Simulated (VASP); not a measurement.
# IrC (zincblende type) (F-43m) in VASP: single point with PBE

Aim: the single point of IrC (zincblende type) with PBE.

All numbers are computed with VASP 6.6.1; they aren't measurements. Logs are shortened: lines on timing, memory, paths and dates and some standing lists are left out, and cuts for length are marked.

## (1) The cell of the first run

The structure is cubic, space group F-43m (No. 216). Conventional cell: a = 4.064 Å, b = 4.064 Å, c = 4.064 Å, α = 90.00°, β = 90.00°, γ = 90.00°. Ir (site symmetry -43m) has 4 C at 1.76 Å within 2.3 Å. Within 2.3 Å of C (site symmetry -43m) lie 4 Ir at 1.76 Å.

## (2) Single point, PBE

Input file INCAR:

```
PREC = Accurate
ENCUT = 520
EDIFF = 1E-7
ISMEAR = -1
SIGMA = 0.08
LREAL = F
LASPH = T
NELM = 80
ALGO = Normal
ISIF = 2
LWAVE = F
LCHARG = F
GGA = PE
NBANDS = 14
ISYM = 0
```

Input file KPOINTS:

```
Automatic mesh
0
Gamma
  16 16 16
  0.5 0.5 0.5
```

Input file POSCAR:

```
IrC
1.0
    0.0000000000      2.0318194769      2.0318194769
    2.0318194769      0.0000000000      2.0318194769
    2.0318194769      2.0318194769      0.0000000000
Ir C
1 1
Direct
    0.0000000000      0.0000000000      0.0000000000
    0.2500000000      0.2500000000      0.2500000000
```

Potentials or basis: VASP PAW PBE potentials, release 64 (Ir, C).

Command:

```
cat potpaw_PBE.64/Ir/POTCAR potpaw_PBE.64/C/POTCAR > POTCAR
mpirun -np 1 vasp_std > vasp.out
```

OUTCAR:

```text
PREC = Accurate
   ENCUT = 520
   EDIFF = 1E-7
   ISMEAR = -1
   LREAL = F
   LASPH = T
   NELM = 80
   ISIF = 2
   GGA = PE
   ISYM = 0

 ion  position               nearest neighbor table
   1  0.000  0.000  0.000-   2 1.76   2 1.76   2 1.76   2 1.76
   2  0.250  0.250  0.250-   1 1.76   1 1.76   1 1.76   1 1.76

IMPORTANT INFORMATION: All symmetrisations will be switched off!
NOSYMM: (Re-)initialisation of all symmetry stuff for point group C_1.

----------------------------------------------------------------------------------------

                                     Primitive cell

  volume of cell :      16.7759

  direct lattice vectors                    reciprocal lattice vectors
     0.000000000  2.031819477  2.031819477    -0.246084854  0.246084854  0.246084854
     2.031819477  0.000000000  2.031819477     0.246084854 -0.246084854  0.246084854
     2.031819477  2.031819477  0.000000000     0.246084854  0.246084854 -0.246084854

  length of vectors
     2.873426661  2.873426661  2.873426661     0.426231471  0.426231471  0.426231471

  position of ions in fractional coordinates (direct lattice)
     0.000000000  0.000000000  0.000000000
     0.250000000  0.250000000  0.250000000

  ion indices of the primitive-cell ions
   primitive index   ion index
                 1           1
                 2           2

----------------------------------------------------------------------------------------

 KPOINTS: Automatic mesh

Automatic generation of k-mesh.
 Grid dimensions read from file:
 generate k-points for:   16   16   16

 Generating k-lattice:

  Cartesian coordinates                     Fractional coordinates (reciprocal lattice)
    -0.015380303  0.015380303  0.015380303     0.062500000  0.000000000  0.000000000
     0.015380303 -0.015380303  0.015380303     0.000000000  0.062500000  0.000000000
     0.015380303  0.015380303 -0.015380303     0.000000000  0.000000000  0.062500000

  Length of vectors
     0.026639467  0.026639467  0.026639467

  Shift w.r.t. Gamma in fractional coordinates (k-lattice)
     0.500000000  0.500000000  0.500000000

 Subroutine IBZKPT returns following result:
 ===========================================

 Found   8192 irreducible k-points:

 Following reciprocal coordinates:
            Coordinates               Weight
  0.031250  0.031250  0.031250      2.000000
  0.031250  0.000000  0.000000      2.000000
  0.000000  0.000000 -0.031250      2.000000
  0.000000  0.031250  0.000000      2.000000
  0.093750  0.031250  0.031250      2.000000
  0.031250  0.093750  0.031250      2.000000
[... 16 lines left out ...]
  0.000000  0.125000 -0.031250      2.000000
  0.125000  0.000000 -0.031250      2.000000
 [... further k-points ...]
   k-points           NKPTS =   8192   k-points in BZ     NKDIM =   8192   number of bands    NBANDS=     14
   number of dos      NEDOS =    301   number of ions     NIONS =      2
   total plane-waves  NPLWV =  13824
   dimension x,y,z NGX =    24 NGY =   24 NGZ =   24
   dimension x,y,z NGXF=    48 NGYF=   48 NGZF=   48
   ions per type =               1   1
   NGX,Y,Z   is equivalent  to a cutoff of  13.89, 13.89, 13.89 a.u.
   NGXF,Y,Z  is equivalent  to a cutoff of  27.77, 27.77, 27.77 a.u.
 SYSTEM =  unknown system
   PREC   = accura    normal or accurate (medium, high low for compatibility)
   ISTART =      0    job   : 0-new  1-cont  2-samecut
   ICHARG =      2    charge: 1-file 2-atom 10-const
   ISPIN  =      1    spin polarized calculation?
   LNONCOLLINEAR =      F non collinear calculations
   LSORBIT =      F    spin-orbit coupling
   LASPH  =      T    aspherical Exc in radial PAW
   ENCUT  =  520.0 eV  38.22 Ry    6.18 a.u.   5.34  5.34  5.34*2*pi/ulx,y,z
   NELM   =     80;   NELMIN=  2; NELMDL= -5     # of ELM steps
   EDIFF  = 0.1E-06   stopping-criterion for ELM
   LREAL  =      F    real-space projection
   EDIFFG = 0.1E-05   stopping-criterion for IOM
   NSW    =      0    number of steps for IOM
   IBRION =     -1    ionic relax: 0-MD 1-quasi-New 2-CG
   NFREE  =      0    steps in history (QN), initial steepest desc. (CG)
   ISIF   =      2    stress and relaxation
   ISYM   =      0    0-nonsym 1-usesym 2-fastsym
   POTIM  = 0.5000    time-step for ionic-motion
   TEBEG  =    0.0;   TEEND  =   0.0 temperature during run
   PSTRESS=    0.0 pullay stress
   NELECT =      13.0000    total number of electrons
   NUPDOWN=      -1.0000    fix difference up-down
   EMIN   =  10.00;   EMAX   =-10.00  energy-range for DOS
   EFERMI =   0.00;   METHOD = LEGACY
   ISMEAR =    -1;   SIGMA  =   0.08  broadening in eV -4-tet -1-fermi 0-gaus
   EFERMI_NEDOS =   21; number of points for ismear=-14 and -15
   IALGO  =     38    algorithm
   IMIX   =      4    mixing-type and parameters
     AMIX     =   0.40;   BMIX     =  1.00
     AMIX_MAG =   1.60;   BMIX_MAG =  1.00
  volume/ion in A,a.u.               =       8.39        56.60
  Fermi-wavevector in a.u.,A,eV,Ry     =   1.503699  2.841579 30.764267  2.261110
  Thomas-Fermi vector in A             =   2.614775
   LORBIT       =      0    0 simple, 1 ext, 2 COOP (PROOUT), +10 PAW based schemes
   GGA     = PE    functional components
   LHFCALC =     F    Hartree Fock is set to
   AEXX    =    0.0000 exact exchange contribution
   IVDW    =     0    specifies the selected vdW correction
   LEPSILON=     F    determine dielectric tensor
   LRPA    =     F    only Hartree local field effects (RPA)
 non-spin polarized calculation
  energy-cutoff  :      520.00
  volume of cell :       16.78
 maximum number of plane-waves:       465
 NGX is ok and might be reduce to    24
   NGX = 11   NGY = 11   NGZ = 11

 number of electron      13.0000001 magnetization

 Free energy of the ion-electron system (eV)
  ---------------------------------------------------
  ext. energy  EPLUGINS =         0.00000000
  ---------------------------------------------------
  free energy    TOTEN  =       -12.42687745 eV

  energy without entropy =      -12.41487030  energy(sigma->0) =      -12.42087388

 E-fermi :  13.9875     XC(G=0): -14.5033

 val. band max:       13.9820947970   @ k =   0.5000  -0.3750  -0.1562
 cond. band min:      14.0057961486   @ k =   0.0000   0.5000   0.4688
 fundamental gap:      0.0237013516
 Fermi energy:        13.9875225512

 k-point     1 :       0.0312    0.0312    0.0312
  band No.  band energies     occupation
      1      -4.4005      2.00000
      2       3.3680      2.00000
      3       3.3955      2.00000
      4       3.3955      2.00000
      5       9.9814      2.00000
      6       9.9814      2.00000
      7      17.9618      0.00000
      8      21.9867      0.00000
      9      22.0576      0.00000
     10      22.0576      0.00000
     11      30.7411      0.00000
     12      31.1040      0.00000
     13      31.1040      0.00000
     14      33.2388      0.00000

 k-point     2 :       0.0312    0.0000    0.0000
  band No.  band energies     occupation
      1      -4.4005      2.00000
      2       3.3680      2.00000
      3       3.3955      2.00000
      4       3.3955      2.00000
      5       9.9814      2.00000
      6       9.9814      2.00000
      7      17.9618      0.00000
      8      21.9867      0.00000
      9      22.0576      0.00000
     10      22.0576      0.00000
     11      30.7411      0.00000
     12      31.1040      0.00000
     13      31.1040      0.00000
     14      33.2388      0.00000

 k-point     3 :       0.0000    0.0000   -0.0312
  band No.  band energies     occupation
      1      -4.4005      2.00000
      2       3.3680      2.00000
      3       3.3955      2.00000
      4       3.3955      2.00000
      5       9.9814      2.00000
      6       9.9814      2.00000
      7      17.9618      0.00000
      8      21.9867      0.00000
      9      22.0576      0.00000
     10      22.0576      0.00000
     11      30.7411      0.00000
     12      31.1040      0.00000
     13      31.1040      0.00000
     14      33.2388      0.00000

 k-point     4 :       0.0000    0.0312    0.0000
  band No.  band energies     occupation
      1      -4.4005      2.00000
      2       3.3680      2.00000
      3       3.3955      2.00000
      4       3.3955      2.00000
      5       9.9814      2.00000
      6       9.9814      2.00000
      7      17.9618      0.00000
      8      21.9867      0.00000
      9      22.0576      0.00000
     10      22.0576      0.00000
     11      30.7411      0.00000
     12      31.1040      0.00000
     13      31.1040      0.00000
     14      33.2388      0.00000

 k-point     5 :       0.0938    0.0312    0.0312
  band No.  band energies     occupation
      1      -4.2462      2.00000
      2       3.2986      2.00000
      3       3.4640      2.00000
      4       3.5011      2.00000
      5       9.8426      2.00000
      6       9.9822      2.00000
      7      18.2089      0.00000
      8      21.8206      0.00000
      9      22.0580      0.00000
     10      22.2551      0.00000
     11      29.5227      0.00000
[... 276 lines left out ...]
 k-point    22 :       0.0312   -0.1250    0.0000
  band No.  band energies     occupation
      1      -3.8818      2.00000
      2       3.1911      2.00000
      3       3.6394      2.00000
      4       3.6963      2.00000
      5       9.6611      2.00000
      6       9.9211      2.00000
      7      18.6490      0.00000
      8      21.4688      0.00000
      9      22.1751      0.00000
     10      22.4980      0.00000
     11      27.4371      0.00000
     12      30.3638      0.00000
     13      31.2595      0.00000
     14      35.5380      0.00000

 k-point    23 :       0.0000    0.1250   -0.0312
  band No.  band energies     occupation
      1      -3.8818      2.00000
      2       3.1911      2.00000
      3       3.6394      2.00000
      4       3.6963      2.00000
      5       9.6611      2.00000
      6       9.9211      2.00000
      7      18.6490      0.00000
      8      21.4688      0.00000
      9      22.1751      0.00000
     10      22.4980      0.00000
     11      27.4371      0.00000
     12      30.3638      0.00000
     13      31.2595      0.00000
     14      35.5380      0.00000

 k-point    24 :       0.1250    0.0000   -0.0312
  band No.  band energies     occupation
      1      -3.8818      2.00000
      2       3.1911      2.00000
      3       3.6394      2.00000
      4       3.6963      2.00000
      5       9.6611      2.00000
      6       9.9211      2.00000
      7      18.6490      0.00000
      8      21.4688      0.00000
      9      22.1751      0.00000
     10      22.4980      0.00000
     11      27.4371      0.00000
     12      30.3638      0.00000
     13      31.2595      0.00000
     14      35.5380      0.00000

 [... further k-points ...]

------------------------ aborting loop because EDIFF is reached ----------------------------------------

  FORCE on cell =-STRESS in cart. coord.  units (eV):
  Direction    XX          YY          ZZ          XY          YZ          ZX
  --------------------------------------------------------------------------------------
  -------------------------------------------------------------------------------------
  Total       27.0114456     27.0114458     27.0114467     -0.0000005     -0.0000004     -0.0000005
  in kB     2579.7228901   2579.7229103   2579.7229915     -0.0000436     -0.0000425     -0.0000438
  external PRESSURE =    2579.7229307 kB  Pullay stress =       0.0000000 kB

 VOLUME and BASIS-vectors are now :
 -----------------------------------------------------------------------------
  energy-cutoff  :      520.00
  volume of cell :       16.78
      direct lattice vectors                 reciprocal lattice vectors
     0.000000000  2.031819477  2.031819477    -0.246084854  0.246084854  0.246084854
     2.031819477  0.000000000  2.031819477     0.246084854 -0.246084854  0.246084854
     2.031819477  2.031819477  0.000000000     0.246084854  0.246084854 -0.246084854

 POSITION                                       TOTAL-FORCE (eV/Angst)
 -----------------------------------------------------------------------------------
      0.00000      0.00000      0.00000        -0.000001     -0.000001     -0.000001
      1.01591      1.01591      1.01591         0.000001      0.000001      0.000001
 -----------------------------------------------------------------------------------
    total drift:                               -0.000001     -0.000001     -0.000001

  FREE ENERGIE OF THE ION-ELECTRON SYSTEM (eV)
  ---------------------------------------------------
  free  energy   TOTEN  =       -12.4268774466 eV

  energy  without entropy=      -12.4148703040  energy(sigma->0) =      -12.42087388
```

Wall time 36 min (1 thread of Oxide Virtual Turin-like, shared host); peak memory 1.9 GiB.

Results:

- Free energy: -12.4269 eV
- Pressure: 258.0 GPa
- Band gap on the k mesh: zero (an odd number of electrons rules out a gap without spin polarisation)

Levels at points of the mesh, in eV from the Fermi level:
| k point | band 3 | band 4 | band 5 | band 6 | band 7 | band 8 | band 9 | band 10 | band 11 | band 12 |
| --- | --- | --- | --- | --- | --- | --- | --- | --- | --- | --- |
| (0.03, 0.03, 0.03) | -10.59 | -10.59 | -4.01 | -4.01 | 3.97 | 8.00 | 8.07 | 8.07 | 16.75 | 17.12 |

Caveat: the cell stands under pressure; spin-orbit coupling is left out, which moves the levels of the heavy elements.

The gap in the log of VASP goes by the Fermi energy; the results here count the filled bands.